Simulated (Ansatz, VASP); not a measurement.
## ZnS: VASP beside Ansatz

```xyz
4
Lattice="3.8797 0.0000 0.0000 -1.9398 3.3599 0.0000 0.0000 0.0000 6.3700" Properties=species:S:1:pos:R:3 pbc="T T T"
Zn    0.0000    2.2399    0.0347
Zn    1.9398    1.1200    3.2197
S     0.0000    2.2399    2.4178
S     1.9398    1.1200    5.6028
```

Alike in both runs: task single point; functional PBEsol; k mesh 9 × 9 × 6; occupations gaussian, width 0.05 eV; no spin polarisation.

```csv
,VASP,Ansatz
version,VASP 6.6.1,Ansatz 0.2.0
potentials or method,"VASP PAW PBE potentials, release 64 (Zn, S), cutoff 520 eV","scalar-relativistic, plane waves, PAW"
valence electrons in the cell,36,36
```

```csv
,VASP,Ansatz,Ansatz less VASP
gap on the k mesh at the Fermi level (eV),1.82,1.82,-0.001
least direct gap on the mesh (eV),1.82,1.82,-0.001
pressure (GPa),-4.9,-5.1,-0.15
"traceless stress, the component that is largest in VASP (GPa)",-0.09,-0.09,-0.004
rms of the force components (eV/Å),0.009,0.009,+0.0005
```

VASP's potentials were made for PBE, not for PBEsol. Atom by atom the forces differ by 0.000 eV/Å (rms over components).
